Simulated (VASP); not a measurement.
# Mo (Im-3m) in VASP: notebook, part 2 of 2

VASP 6.6.1. Earlier steps stand in the parts before.

## 3. Single point, PBE

This run uses another cell than the first one, of 15.78 Å³/atom, 0.997 times its volume.

The input, INCAR:

```
ALGO = Normal
EDIFF = 1E-6
ENCUT = 500
GGA = PE
GGA_COMPAT = F
ISIF = 2
ISMEAR = 0
LASPH = T
LCHARG = F
LREAL = F
LWAVE = F
NBANDS = 13
NELM = 120
PREC = Accurate
SIGMA = 0.1
```

The input, KPOINTS:

```
k-points
0
Gamma
  18 18 18
```

The input, POSCAR:

```
Mo
1.0
   -1.5802450026      1.5802450026      1.5802450026
    1.5802450026     -1.5802450026      1.5802450026
    1.5802450026      1.5802450026     -1.5802450026
Mo
1
Direct
    0.0000000000      0.0000000000      0.0000000000
```

Potentials or basis: VASP PAW PBE potentials, release 64 (Mo_sv).

On the command line:

```sh
cat potpaw_PBE.64/Mo_sv/POTCAR > POTCAR
mpirun -np 1 vasp_std > vasp.out
```

OUTCAR:

```text
EDIFF = 1E-6
   ENCUT = 500
   GGA = PE
   ISIF = 2
   ISMEAR = 0
   LASPH = T
   LREAL = F
   NELM = 120
   PREC = Accurate

 ion  position               nearest neighbor table
   1  0.000  0.000  0.000-

  LATTYP: Found a body centered cubic cell.
 ALAT       =     3.1604900052

  Lattice vectors:

 A1 = (  -1.5802450026,   1.5802450026,   1.5802450026)
 A2 = (   1.5802450026,  -1.5802450026,   1.5802450026)
 A3 = (   1.5802450026,   1.5802450026,  -1.5802450026)

Analysis of symmetry for initial positions (statically):
=====================================================================
 Subroutine PRICEL returns:
 Original cell was already a primitive cell.

 Routine SETGRP: Setting up the symmetry group for a
 body centered cubic supercell.

 Subroutine GETGRP returns: Found 48 space group operations
 (whereof 48 operations were pure point group operations)
 out of a pool of 48 trial point group operations.

The static configuration has the point symmetry O_h .

Analysis of symmetry for dynamics (positions and initial velocities):
=====================================================================
 Subroutine PRICEL returns:
 Original cell was already a primitive cell.

 Routine SETGRP: Setting up the symmetry group for a
 body centered cubic supercell.

 Subroutine GETGRP returns: Found 48 space group operations
 (whereof 48 operations were pure point group operations)
 out of a pool of 48 trial point group operations.

The dynamic configuration has the point symmetry O_h .

 Subroutine INISYM returns: Found 48 space group operations
 (whereof 48 operations are pure point group operations),
 and found     1 'primitive' translations

----------------------------------------------------------------------------------------

                                     Primitive cell

  volume of cell :      15.7846

  direct lattice vectors                    reciprocal lattice vectors
    -1.580245003  1.580245003  1.580245003     0.000000000  0.316406633  0.316406633
     1.580245003 -1.580245003  1.580245003     0.316406633  0.000000000  0.316406633
     1.580245003  1.580245003 -1.580245003     0.316406633  0.316406633  0.000000000

  length of vectors
     2.737064633  2.737064633  2.737064633     0.447466551  0.447466551  0.447466551

  position of ions in fractional coordinates (direct lattice)
     0.000000000  0.000000000  0.000000000

  ion indices of the primitive-cell ions
   primitive index   ion index
                 1           1

----------------------------------------------------------------------------------------

 KPOINTS: k-points

Automatic generation of k-mesh.
 Grid dimensions read from file:
 generate k-points for:   18   18   18

 Generating k-lattice:

  Cartesian coordinates                     Fractional coordinates (reciprocal lattice)
     0.000000000  0.017578146  0.017578146     0.055555556  0.000000000  0.000000000
     0.017578146  0.000000000  0.017578146     0.000000000  0.055555556  0.000000000
     0.017578146  0.017578146  0.000000000     0.000000000  0.000000000  0.055555556

  Length of vectors
     0.024859253  0.024859253  0.024859253

  Shift w.r.t. Gamma in fractional coordinates (k-lattice)
     0.000000000  0.000000000  0.000000000

 Subroutine IBZKPT returns following result:
 ===========================================

 Found    195 irreducible k-points:

 Following reciprocal coordinates:
            Coordinates               Weight
  0.000000  0.000000  0.000000      1.000000
  0.055556  0.000000  0.000000     12.000000
  0.111111  0.000000  0.000000     12.000000
  0.166667  0.000000  0.000000     12.000000
  0.222222  0.000000  0.000000     12.000000
  0.277778  0.000000  0.000000     12.000000
[... 16 lines left out ...]
  0.333333  0.111111 -0.000000     48.000000
  0.388889  0.111111  0.000000     48.000000
 [... further k-points ...]
   k-points           NKPTS =    195   k-points in BZ     NKDIM =    195   number of bands    NBANDS=     13
   number of dos      NEDOS =    301   number of ions     NIONS =      1
   total plane-waves  NPLWV =   8000
   dimension x,y,z NGX =    20 NGY =   20 NGZ =   20
   dimension x,y,z NGXF=    40 NGYF=   40 NGZF=   40
   ions per type =               1
   NGX,Y,Z   is equivalent  to a cutoff of  12.15, 12.15, 12.15 a.u.
   NGXF,Y,Z  is equivalent  to a cutoff of  24.30, 24.30, 24.30 a.u.
 SYSTEM =  unknown system
   PREC   = accura    normal or accurate (medium, high low for compatibility)
   ISTART =      0    job   : 0-new  1-cont  2-samecut
   ICHARG =      2    charge: 1-file 2-atom 10-const
   ISPIN  =      1    spin polarized calculation?
   LNONCOLLINEAR =      F non collinear calculations
   LSORBIT =      F    spin-orbit coupling
   LASPH  =      T    aspherical Exc in radial PAW
   ENCUT  =  500.0 eV  36.75 Ry    6.06 a.u.   4.99  4.99  4.99*2*pi/ulx,y,z
   NELM   =    120;   NELMIN=  2; NELMDL= -5     # of ELM steps
   EDIFF  = 0.1E-05   stopping-criterion for ELM
   LREAL  =      F    real-space projection
   EDIFFG = 0.1E-04   stopping-criterion for IOM
   NSW    =      0    number of steps for IOM
   IBRION =     -1    ionic relax: 0-MD 1-quasi-New 2-CG
   NFREE  =      0    steps in history (QN), initial steepest desc. (CG)
   ISIF   =      2    stress and relaxation
   ISYM   =      2    0-nonsym 1-usesym 2-fastsym
   POTIM  = 0.5000    time-step for ionic-motion
   TEBEG  =    0.0;   TEEND  =   0.0 temperature during run
   PSTRESS=    0.0 pullay stress
   NELECT =      14.0000    total number of electrons
   NUPDOWN=      -1.0000    fix difference up-down
   EMIN   =  10.00;   EMAX   =-10.00  energy-range for DOS
   EFERMI =   0.00;   METHOD = LEGACY
   ISMEAR =     0;   SIGMA  =   0.10  broadening in eV -4-tet -1-fermi 0-gaus
   EFERMI_NEDOS =   21; number of points for ismear=-14 and -15
   IALGO  =     38    algorithm
   IMIX   =      4    mixing-type and parameters
     AMIX     =   0.40;   BMIX     =  1.00
     AMIX_MAG =   1.60;   BMIX_MAG =  1.00
  volume/ion in A,a.u.               =      15.78       106.52
  Fermi-wavevector in a.u.,A,eV,Ry     =   1.572919  2.972386 33.661832  2.474075
  Thomas-Fermi vector in A             =   2.674281
   LORBIT       =      0    0 simple, 1 ext, 2 COOP (PROOUT), +10 PAW based schemes
   GGA     = PE    functional components
   LHFCALC =     F    Hartree Fock is set to
   AEXX    =    0.0000 exact exchange contribution
   IVDW    =     0    specifies the selected vdW correction
   LEPSILON=     F    determine dielectric tensor
   LRPA    =     F    only Hartree local field effects (RPA)
 non-spin polarized calculation
 Gauss-broadening in eV      SIGMA  =   0.10
  energy-cutoff  :      500.00
  volume of cell :       15.78
 maximum number of plane-waves:       418
   NGX =  9   NGY =  9   NGZ =  9

 number of electron      14.0000004 magnetization

 Free energy of the ion-electron system (eV)
  ---------------------------------------------------
  ext. energy  EPLUGINS =         0.00000000
  ---------------------------------------------------
  free energy    TOTEN  =       -10.93494888 eV

  energy without entropy =      -10.93229618  energy(sigma->0) =      -10.93362253

 E-fermi :  12.4549     XC(G=0): -13.3357

 val. band max:       12.4352801144   @ k =   0.3889   0.1111   0.0000
 cond. band min:      12.4586635123   @ k =  -0.3889   0.4444   0.2778
 fundamental gap:      0.0233833979
 Fermi energy:        12.4549011195

 k-point     1 :       0.0000    0.0000    0.0000
  band No.  band energies     occupation
      1     -48.8424      2.00000
      2     -22.1308      2.00000
      3     -22.1308      2.00000
      4     -22.1308      2.00000
      5       5.2339      2.00000
      6      11.0920      2.00000
      7      11.0920      2.00000
      8      11.0920      2.00000
      9      14.0818      0.00000
     10      14.0818      0.00000
     11      27.2545      0.00000
     12      27.2545      0.00000
     13      27.2545      0.00000

 k-point     2 :       0.0556    0.0000    0.0000
  band No.  band energies     occupation
      1     -48.8349      2.00000
      2     -22.1746      2.00000
      3     -22.1444      2.00000
      4     -22.1311      2.00000
      5       5.3696      2.00000
      6      11.0156      2.00000
      7      11.0799      2.00000
      8      11.2186      2.00000
      9      13.9680      0.00000
     10      14.0837      0.00000
     11      27.3564      0.00000
[... 339 lines left out ...]
 k-point    24 :       0.3889    0.1111    0.0000
  band No.  band energies     occupation
      1     -48.5879      2.00000
      2     -23.4040      2.00000
      3     -22.6019      2.00000
      4     -22.2006      2.00000
      5       7.5796      2.00000
      6       9.2364      2.00000
      7      12.4353      1.21859
      8      13.9819      0.00000
      9      15.1004      0.00000
     10      17.7562      0.00000
     11      24.0205      0.00000
     12      25.1817      0.00000
     13      29.3143      0.00000

 [... further k-points ...]
[... 5 lines left out ...]
  --------------------------------------------------------------------------------------
  -------------------------------------------------------------------------------------
  Total        0.0513698      0.0513698      0.0513698      0.0000000      0.0000000      0.0000000
  in kB        5.2141675      5.2141675      5.2141675      0.0000000      0.0000000      0.0000000
  external PRESSURE =       5.2141675 kB  Pullay stress =       0.0000000 kB

 VOLUME and BASIS-vectors are now :
 -----------------------------------------------------------------------------
  energy-cutoff  :      500.00
  volume of cell :       15.78
      direct lattice vectors                 reciprocal lattice vectors
    -1.580245003  1.580245003  1.580245003     0.000000000  0.316406633  0.316406633
     1.580245003 -1.580245003  1.580245003     0.316406633  0.000000000  0.316406633
     1.580245003  1.580245003 -1.580245003     0.316406633  0.316406633  0.000000000

 POSITION                                       TOTAL-FORCE (eV/Angst)
 -----------------------------------------------------------------------------------
      0.00000      0.00000      0.00000        -0.000000      0.000000      0.000000
 -----------------------------------------------------------------------------------
    total drift:                                0.000000      0.000000      0.000000

  FREE ENERGIE OF THE ION-ELECTRON SYSTEM (eV)
  ---------------------------------------------------
  free  energy   TOTEN  =       -10.9349488803 eV

  energy  without entropy=      -10.9322961831  energy(sigma->0) =      -10.93362253
```

OSZICAR:

```text
N       E                     dE             d eps       ncg     rms          rms(c)
DAV:   1     0.884658602719E+02    0.88466E+02   -0.77831E+03  5139   0.107E+03
DAV:   2    -0.104852198931E+02   -0.98951E+02   -0.95326E+02  5900   0.303E+02
DAV:   3    -0.115974309213E+02   -0.11122E+01   -0.11091E+01  5545   0.320E+01
DAV:   4    -0.115999130002E+02   -0.24821E-02   -0.24820E-02  5770   0.186E+00
DAV:   5    -0.115999288232E+02   -0.15823E-04   -0.15823E-04  5670   0.132E-01    0.144E+01
DAV:   6    -0.110170597139E+02    0.58287E+00   -0.73014E-01  5225   0.105E+01    0.385E+00
DAV:   7    -0.109386294662E+02    0.78430E-01   -0.14217E-01  5640   0.440E+00    0.956E-01
DAV:   8    -0.109348701078E+02    0.37594E-02   -0.40274E-03  5265   0.804E-01    0.191E-01
DAV:   9    -0.109349395984E+02   -0.69491E-04   -0.96191E-05  5920   0.120E-01    0.809E-02
DAV:  10    -0.109349484600E+02   -0.88616E-05   -0.12652E-05  5255   0.415E-02    0.710E-03
DAV:  11    -0.109349488803E+02   -0.42032E-06   -0.12641E-07  3035   0.385E-03
   1 F= -.10934949E+02 E0= -.10933623E+02  d E =-.265270E-02
```

stdout:

```text
POSCAR found type information on POSCAR Mo
 POSCAR found :  1 types and       1 ions
 scaLAPACK will be used
 LDA part: xc-table for (Slater+PW92), standard interpolation
 POSCAR, INCAR and KPOINTS ok, starting setup
 FFT: planning ... GRIDC
 FFT: planning ... GRID_SOFT
 FFT: planning ... GRID
 WAVECAR not read
 entering main loop
```

Wall time 17 s (1 thread of Intel Xeon Platinum 8488C (Sapphire Rapids), shared host); peak memory 0.15 GiB.

Results:

| Quantity | Value |
| --- | --- |
| Free energy | -10.9349 eV |
| Pressure | 0.5 GPa |
| Band gap on the k mesh | zero (band 7 reaches 16.36 eV, above the bottom of band 8 at 11.09 eV) |

## 4. Relaxation of cell and atoms, PBE

The input, INCAR:

```
ALGO = Normal
EDIFF = 1E-7
EDIFFG = -0.002
ENCUT = 500
GGA = PE
GGA_COMPAT = False
IBRION = 2
ISIF = 3
ISMEAR = 0
LASPH = True
LCHARG = False
LREAL = False
LWAVE = False
NELM = 120
NELMIN = 4
NSW = 100
PREC = Accurate
SIGMA = 0.1
```

KPOINTS is that of step 3.

The input, POSCAR:

```
Mo
1.0
   -1.5816435598      1.5816435598      1.5816435598
    1.5816435598     -1.5816435598      1.5816435598
    1.5816435598      1.5816435598     -1.5816435598
Mo
1
Direct
    0.0000000000      0.0000000000      0.0000000000
```

Potentials or basis: VASP PAW PBE potentials, release 64 (Mo_sv).

On the command line:

```sh
cat potpaw_PBE.64/Mo_sv/POTCAR > POTCAR
mpirun -np 1 vasp_std > vasp.out
```

OUTCAR:

```text
EDIFF = 1E-7
   EDIFFG = -0.002
   ENCUT = 500
   GGA = PE
   IBRION = 2
   ISIF = 3
   ISMEAR = 0
   LASPH = True
   LREAL = False
   NELM = 120
   NELMIN = 4
   NSW = 100
   PREC = Accurate

 ion  position               nearest neighbor table
   1  0.000  0.000  0.000-

  LATTYP: Found a body centered cubic cell.
 ALAT       =     3.1632871196

  Lattice vectors:

 A1 = (  -1.5816435598,   1.5816435598,   1.5816435598)
 A2 = (   1.5816435598,  -1.5816435598,   1.5816435598)
 A3 = (   1.5816435598,   1.5816435598,  -1.5816435598)

Analysis of symmetry for initial positions (statically):
=====================================================================
 Subroutine PRICEL returns:
 Original cell was already a primitive cell.

 Routine SETGRP: Setting up the symmetry group for a
 body centered cubic supercell.

 Subroutine GETGRP returns: Found 48 space group operations
 (whereof 48 operations were pure point group operations)
 out of a pool of 48 trial point group operations.

The static configuration has the point symmetry O_h .

Analysis of symmetry for dynamics (positions and initial velocities):
=====================================================================
 Subroutine PRICEL returns:
 Original cell was already a primitive cell.

 Routine SETGRP: Setting up the symmetry group for a
 body centered cubic supercell.

 Subroutine GETGRP returns: Found 48 space group operations
 (whereof 48 operations were pure point group operations)
 out of a pool of 48 trial point group operations.

The dynamic configuration has the point symmetry O_h .

 Subroutine INISYM returns: Found 48 space group operations
 (whereof 48 operations are pure point group operations),
 and found     1 'primitive' translations

[... 123 lines left out ...]
 conjugate gradient relaxation of ions
 non-spin polarized calculation
 Gauss-broadening in eV      SIGMA  =   0.10
  energy-cutoff  :      500.00
  volume of cell :       15.83
 maximum number of plane-waves:       418
   NGX =  9   NGY =  9   NGZ =  9

--------------------------------------- Ionic step        1  -------------------------------------------

 number of electron      14.0000004 magnetization

 Free energy of the ion-electron system (eV)
  ---------------------------------------------------
  ext. energy  EPLUGINS =         0.00000000
  ---------------------------------------------------
  free energy    TOTEN  =       -10.93500417 eV

  energy without entropy =      -10.93231831  energy(sigma->0) =      -10.93366124

------------------------ aborting loop because EDIFF is reached ----------------------------------------

  FORCE on cell =-STRESS in cart. coord.  units (eV):
  Direction    XX          YY          ZZ          XY          YZ          ZX
  --------------------------------------------------------------------------------------
  -------------------------------------------------------------------------------------
  Total       -0.0173722     -0.0173722     -0.0173722      0.0000000      0.0000000     -0.0000000
  in kB       -1.7586514     -1.7586514     -1.7586514      0.0000000      0.0000000     -0.0000000
  external PRESSURE =      -1.7586514 kB  Pullay stress =       0.0000000 kB
[... 57 lines left out ...]
--------------------------------------- Ionic step        3  -------------------------------------------

 number of electron      14.0000004 magnetization

 Free energy of the ion-electron system (eV)
  ---------------------------------------------------
  ext. energy  EPLUGINS =         0.00000000
  ---------------------------------------------------
  free energy    TOTEN  =       -10.93501045 eV

  energy without entropy =      -10.93233340  energy(sigma->0) =      -10.93367192

 E-fermi :  12.4234     XC(G=0): -13.3247

 val. band max:       12.4016171845   @ k =   0.3889   0.1111   0.0000
 cond. band min:      12.4277645882   @ k =  -0.3889   0.4444   0.2778
 fundamental gap:      0.0261474037
 Fermi energy:        12.4234104624

 k-point     1 :       0.0000    0.0000    0.0000
  band No.  band energies     occupation
      1     -48.8732      2.00000
      2     -22.1661      2.00000
      3     -22.1661      2.00000
      4     -22.1661      2.00000
      5       5.2093      2.00000
      6      11.0647      2.00000
      7      11.0647      2.00000
      8      11.0647      2.00000
      9      14.0473      0.00000
     10      14.0473      0.00000
     11      27.2204      0.00000
[... 309 lines left out ...]
 k-point    24 :       0.3889    0.1111    0.0000
  band No.  band energies     occupation
      1     -48.6208      2.00000
      2     -23.4314      2.00000
      3     -22.6343      2.00000
      4     -22.2353      2.00000
      5       7.5590      2.00000
      6       9.2139      2.00000
      7      12.4016      1.24207
      8      13.9469      0.00000
      9      15.0617      0.00000
     10      17.7108      0.00000
     11      23.9630      0.00000

 [... further k-points ...]
[... 5 lines left out ...]
  --------------------------------------------------------------------------------------
  -------------------------------------------------------------------------------------
  Total        0.0009766      0.0009766      0.0009766      0.0000000      0.0000000     -0.0000000
  in kB        0.0989372      0.0989372      0.0989372      0.0000000      0.0000000     -0.0000000
  external PRESSURE =       0.0989372 kB  Pullay stress =       0.0000000 kB
[... 16 lines left out ...]
  FREE ENERGIE OF THE ION-ELECTRON SYSTEM (eV)
  ---------------------------------------------------
  free  energy   TOTEN  =       -10.9350104488 eV

  energy  without entropy=      -10.9323333969  energy(sigma->0) =      -10.93367192

 reached required accuracy - stopping structural energy minimisation
```

OSZICAR:

```text
N       E                     dE             d eps       ncg     rms          rms(c)
DAV:   1     0.862290380794E+02    0.86229E+02   -0.81771E+03  4349   0.127E+03
DAV:   2    -0.103336706732E+02   -0.96563E+02   -0.93251E+02  4665   0.333E+02
[... 20 lines left out ...]
   2 F= -.10934968E+02 E0= -.10933641E+02  d E =0.357495E-04
       N       E                     dE             d eps       ncg     rms          rms(c)
DAV:   1    -0.109355886368E+02   -0.62021E-03   -0.14406E-02  4464   0.171E+00    0.256E-01
DAV:   2    -0.109350492053E+02    0.53943E-03   -0.11526E-03  4437   0.428E-01    0.446E-02
DAV:   3    -0.109350098787E+02    0.39327E-04   -0.16592E-04  4632   0.160E-01    0.385E-02
DAV:   4    -0.109350105133E+02   -0.63457E-06   -0.28560E-06  4460   0.199E-02    0.185E-03
DAV:   5    -0.109350104488E+02    0.64429E-07   -0.22723E-07  4683   0.588E-03
   3 F= -.10935010E+02 E0= -.10933672E+02  d E =-.627872E-05
```

It took 32 s on 1 thread of Intel Xeon Platinum 8488C (Sapphire Rapids), shared host; peak memory 0.15 GiB.

Results:

```yaml
Free_energy: -10.9350 eV
Relaxed_volume: 15.82 Å³/atom
Relaxed_cell: a = 2.739 Å, b = 2.739 Å, c = 2.739 Å, α = 109.47°, β = 109.47°, γ = 109.47°
Space_group_after_relaxing_to_0.05_Å: Im-3m (No. 229)
Energy_gained_by_relaxing: 0.0 meV/atom
Ionic_steps: 3
Pressure_after_relaxing: 0.0 GPa
Band_gap_on_the_k_mesh: zero (band 7 reaches 16.32 eV, above the bottom of band 8 at 11.06 eV)
```

Final structure:
```cif
data_structure
_symmetry_space_group_name_H-M 'P 1'
_symmetry_Int_Tables_number 1
_cell_length_a 2.7388
_cell_length_b 2.7388
_cell_length_c 2.7388
_cell_angle_alpha 109.471
_cell_angle_beta 109.471
_cell_angle_gamma 109.471
_cell_volume 15.82
loop_
_atom_site_label
_atom_site_type_symbol
_atom_site_fract_x
_atom_site_fract_y
_atom_site_fract_z
_atom_site_occupancy
Mo1 Mo 0.00000 0.00000 0.00000 1
```

## 5. The runs side by side

```csv
task,cell,k mesh,gap on the mesh (eV),pressure (GPa)
single point,"a = 2.739 Å, angles 109.5°, 1 atom",8 × 8 × 8,none,0.5
single point,"a = 2.737 Å, angles 109.5°, 1 atom",18 × 18 × 18,none,0.5
relaxation of cell and atoms,"relaxed from a = 2.739 Å, angles 109.5°, 1 atom",18 × 18 × 18,none,0.0
```

Alike in all rows: level PBE; potentials or basis VASP PAW PBE potentials, release 64 (Mo_sv); no spin polarisation; cutoff (eV) 500; smearing gaussian 0.1 eV.

Absolute energies hang on the potentials; compare differences alone.
